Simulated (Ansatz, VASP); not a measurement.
## Si8PO16: VASP beside Ansatz

```
CELL_PARAMETERS angstrom
-4.97900 -4.97900 0.00000
4.97900 -4.97900 0.00000
0.00000 0.00000 6.95000
ATOMIC_POSITIONS crystal
Si 0.19983 0.50000 0.00000
Si 0.00000 0.19983 0.25000
Si 0.80017 0.50000 0.50000
Si 0.00000 0.80017 0.75000
Si 0.69983 0.00000 0.00000
Si 0.50000 0.69983 0.25000
Si 0.30017 0.00000 0.50000
Si 0.50000 0.30017 0.75000
O 0.32782 0.56726 0.17852
O 0.93274 0.32782 0.42852
O 0.67218 0.43274 0.67852
O 0.06726 0.67218 0.92852
O 0.93274 0.67218 0.57148
O 0.67218 0.56726 0.32148
O 0.06726 0.32782 0.07148
O 0.32782 0.43274 0.82148
O 0.82782 0.06726 0.17852
O 0.43274 0.82782 0.42852
O 0.17218 0.93274 0.67852
O 0.56726 0.17218 0.92852
O 0.43274 0.17218 0.57148
O 0.17218 0.06726 0.32148
O 0.56726 0.82782 0.07148
O 0.82782 0.93274 0.82148
P 0.24985 0.05540 0.98864
```

Alike in both runs: task relaxation of the atoms; functional PBE; k mesh 1 × 1 × 1; occupations fermi-dirac, width 0.02 eV; collinear spin.

|  | VASP | Ansatz |
| --- | --- | --- |
| version | VASP 6.6.1 | Ansatz 0.2.0 |
| potentials or method | VASP PAW PBE potentials, release 64 (Si, O, P), cutoff 520 eV | scalar-relativistic, plane waves, PAW |
| valence electrons in the cell | 133 | 133 |

VASP gave:

| Quantity | Value |
| --- | --- |
| net moment per atom (μB) | 0.04 |
| size of the moment on the site where the two differ most (μB) | 0.41 |

Q: What did Ansatz give for the same quantities?

A: net moment per atom (μB): 0.12; size of the moment on the site where the two differ most (μB): 1.84.

Site moments also hang on the region over which each program counts them.
